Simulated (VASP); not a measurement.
## HfO2: single point with PBEsol+U

Crystal: HfO2.

```
Hf O
1.0
     5.21946    0.00000    0.00000
     0.00000    5.00476    0.00000
     0.00000    0.00000    5.03269
Hf O
4 8
Cartesian
  5.0472 3.6661 3.7314
  2.7820 3.6661 1.2151
  2.4375 1.3387 3.7314
  0.1723 1.3387 1.2151
  3.2994 4.6477 4.4251
  4.5298 4.6477 1.9087
  1.2211 2.7020 2.4776
  1.3886 2.7020 4.9939
  3.9984 2.3028 4.9939
  3.8308 2.3028 2.4776
  0.6896 0.3571 4.4251
  1.9201 0.3571 1.9087
```

```json
{
 "Program": "VASP 6.6.1",
 "Task": "single point",
 "Functional": "PBEsol",
 "Potentials or basis": "VASP PAW PBE potentials, release 64 (Hf_pv, O)",
 "Cutoff": "520 eV",
 "k mesh": "5 × 6 × 5",
 "Occupations": "fermi-dirac, width 0.05 eV",
 "Spin": "no spin polarisation",
 "Hubbard terms": "Hf d U = 1.0 eV",
 "Dipole correction": "no",
 "Further INCAR settings": "ALGO = Normal; EDIFF = 1e-06; NBANDS = 56"
}
```

```
Pressure               : 1.6 GPa
Largest force          : 0.108 eV/Å
Band gap on the k mesh : 4.49 eV (least direct gap 4.73 eV)
```

Forces in eV/Å, atoms in the order of the input:
```
Hf  -0.038 -0.070 -0.022
Hf   0.038 -0.070 -0.022
Hf  -0.038  0.070 -0.022
Hf   0.038  0.070 -0.022
O    0.048 -0.085  0.046
O   -0.048 -0.085  0.046
O    0.071  0.016 -0.025
O   -0.071  0.016 -0.025
O   -0.071 -0.016 -0.025
O    0.071 -0.016 -0.025
O    0.048  0.085  0.046
O   -0.048  0.085  0.046
```

Stress tensor (GPa, compression positive):
```
1.38 0.00 0.00
0.00 2.02 0.00
0.00 0.00 1.32
```

Levels at points of the mesh, in eV from the valence-band top:
```
           k point  band 42  band 43  band 44  band 45  band 46  band 47
(0.00, 0.00, 0.00)    -0.21    -0.09     0.00     5.00     5.32     5.39
(0.00, 0.50, 0.00)    -0.41    -0.19    -0.13     4.61     4.98     5.05
```

Eigenvalues of the final occupation matrices:
```
    site  spin  trace               eigenvalues
site 1 d     1   0.75  0.09 0.09 0.15 0.20 0.22
site 1 d     2   0.75  0.09 0.09 0.15 0.20 0.22
site 2 d     1   0.75  0.09 0.09 0.15 0.20 0.22
site 2 d     2   0.75  0.09 0.09 0.15 0.20 0.22
site 3 d     1   0.75  0.09 0.09 0.15 0.20 0.22
site 3 d     2   0.75  0.09 0.09 0.15 0.20 0.22
site 4 d     1   0.75  0.09 0.09 0.15 0.20 0.22
site 4 d     2   0.75  0.09 0.09 0.15 0.20 0.22
```

It took 4.1 min on 1 thread of Intel(R) Xeon(R) Platinum 8259CL CPU @ 2.50GHz (Skylake/Cascade Lake), on a shared host, peak memory 0.35 GiB.

Caveat: the PAW data sets were made with another functional, which shifts forces and pressure a little; spin-orbit coupling is left out, which moves the levels of the heavy elements. A k mesh can miss the band edges.
